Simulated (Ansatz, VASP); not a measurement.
## Two plane-wave programs on TaS2

```
Ta S
1.0
     3.41635    0.00000    0.00000
    -1.70818    2.95865    0.00000
     0.00000    0.00000    6.22905
Ta S
1 2
Direct
  0.00000 0.00000 0.00000
  0.66667 0.33333 0.75428
  0.33333 0.66667 0.24572
```

Alike in both runs: task single point; functional RPBE; k mesh 6 × 6 × 4; occupations gaussian, width 0.1 eV; no spin polarisation.

|  | VASP | Ansatz |
| --- | --- | --- |
| version | VASP 6.6.1 | Ansatz 0.2.0 |
| potentials or method | VASP PAW PBE potentials, release 64 (Ta_pv, S), cutoff 500 eV | scalar-relativistic, plane waves, PAW |
| valence electrons in the cell | 23 | 25 |

|  | VASP | Ansatz | Ansatz less VASP |
| --- | --- | --- | --- |
| gap on the k mesh at the Fermi level (eV) | none | none | - |
| pressure (GPa) | 0.2 | 0.3 | +0.11 |
| traceless stress, the component that is largest in VASP (GPa) | 0.43 | 0.38 | -0.048 |
| rms of the force components (eV/Å) | 0.102 | 0.101 | -0.0010 |

VASP's potentials were made for PBE, not for RPBE. Atom by atom the forces differ by 0.001 eV/Å (rms over components). A gap of «none» marks a metal or a gap that the smearing closes. With one functional, cell and mesh, what is left measures potentials, basis and numerics. VASP's potentials hold 23 valence electrons a cell and Ansatz's 25, so a difference there can come from the potentials and not from the codes. Ansatz's warnings: force scf threshold loose, stress scf threshold loose.

Neither program's run includes spin-orbit coupling.
